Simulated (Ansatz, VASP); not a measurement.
**Mg: VASP beside Ansatz**

File INCAR:

```
  PREC = Accurate
  ENCUT = 520
  EDIFF = 1E-6
  ISMEAR = -1
  SIGMA = 0.03
  LREAL = F
  LASPH = T
  NELM = 80
  ALGO = Normal
  ISIF = 2
  LWAVE = F
  LCHARG = T
  GGA = PE
  LELF = T
  LVHAR = T
  NBANDS = 7
```

File KPOINTS:

```
Automatic mesh
0
Gamma
  16 16 16
```

File POSCAR:

```
Mg
1.0
   -0.0673276800      2.2105921600      2.2105921600
    2.2105921600     -0.0673276800      2.2105921600
    2.2105921600      2.2105921600     -0.0673276800
Mg
1
Direct
    0.0000000000      0.0000000000      0.0000000000
```

Input for Ansatz:

```yaml
crystal:
  lattice:
    - [-0.06732768, 2.21059216, 2.21059216]
    - [2.21059216, -0.06732768, 2.21059216]
    - [2.21059216, 2.21059216, -0.06732768]
  atoms:
    - { symbol: Mg, position: [0.0, 0.0, 0.0] }
kpoints:
  mp_grid: { grid: [16, 16, 16] }
  band_path:
    path:
      - [0.0, 0.0, 0.0]
      - [0.5, 0.5, 0.5]
      - [0.2579113083, 0.5, 0.7420886917]
      - [-0.2579113083, 0.2579113083, 0.5]
      - [0.0, 0.0, 0.5]
      - [0.0, 0.0, 0.0]
      - [-0.3789556542, 0.0, 0.3789556542]
      - [0.0, 0.3789556542, 0.6210443458]
      - [0.0, 0.5, 0.5]
    npoints: 5
scf:
  occupations: { method: fermi_dirac, width: 0.03 }
hamiltonian:
  xc: pbe
  pseudopotentials: { kind: all_electron, lapw: { basis_error: 0.001 } }
output:
  forces: true
  stress: true
  eigenvalues: true
```

Change from the starting cell: equal xy, yz and zx shear strains of -3 %.

Alike in both runs: task single point; functional PBE; k mesh 16 × 16 × 16; occupations fermi-dirac, width 0.03 eV; no spin polarisation.

|  | VASP | Ansatz |
| --- | --- | --- |
| version | VASP 6.6.1 | Ansatz 0.2.0 |
| potentials or method | VASP PAW PBE potentials, release 64 (Mg), cutoff 520 eV | all-electron LAPW, scalar-relativistic |

```tsv
	VASP	Ansatz	Ansatz less VASP
pressure (GPa)	0.8	0.9	+0.10
traceless stress, the component that is largest in VASP (GPa)	0.74	0.74	-0.002
```

Ansatz ran all-electron here, and VASP with PAW potentials.
